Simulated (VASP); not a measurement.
# Lu: single point with PBE

Crystal: Lu.

```xyz
1
Lattice="2.3630 0.0000 0.0000 0.0000 2.3630 0.0000 0.0000 0.0000 2.3630" Properties=species:S:1:pos:R:3 pbc="T T T"
Lu    0.0000    0.0000    0.0000
```

This cell differs from its parent crystal: volume scaled by 0.4.

```yaml
Program: VASP 6.6.1
Task: single point
Functional: PBE
Potentials_or_basis: VASP PAW PBE potentials, release 64 (Lu)
Cutoff: 520 eV
k_mesh: 12 × 12 × 12
Occupations: fermi-dirac, width 0.1 eV
Spin: no spin polarisation
```

| Property | Result |
| --- | --- |
| Pressure | 153.4 GPa |

Levels at points of the mesh, in eV from the Fermi level:
```csv
k point,band 10,band 11,band 12,band 13,band 14,band 15,band 16,band 17
"(0.00, 0.00, 0.00)",-5.15,-5.15,-5.01,-2.92,-2.92,13.85,13.85,13.85
"(0.50, 0.00, 0.00)",-4.87,-4.87,-1.74,-0.91,3.37,5.34,5.34,14.96
"(0.50, 0.50, 0.00)",-5.17,-4.93,-4.84,1.14,7.26,7.26,11.25,11.25
"(0.50, 0.50, 0.50)",-5.01,-5.01,-3.61,-3.61,-3.61,7.26,20.29,20.29
```

Wall time 15 s on 1 thread of Intel(R) Xeon(R) Platinum 8488C (Sapphire Rapids), with other jobs on the host, peak memory 0.14 GiB.

Caveat: spin-orbit coupling is left out, which moves the levels of the heavy elements.
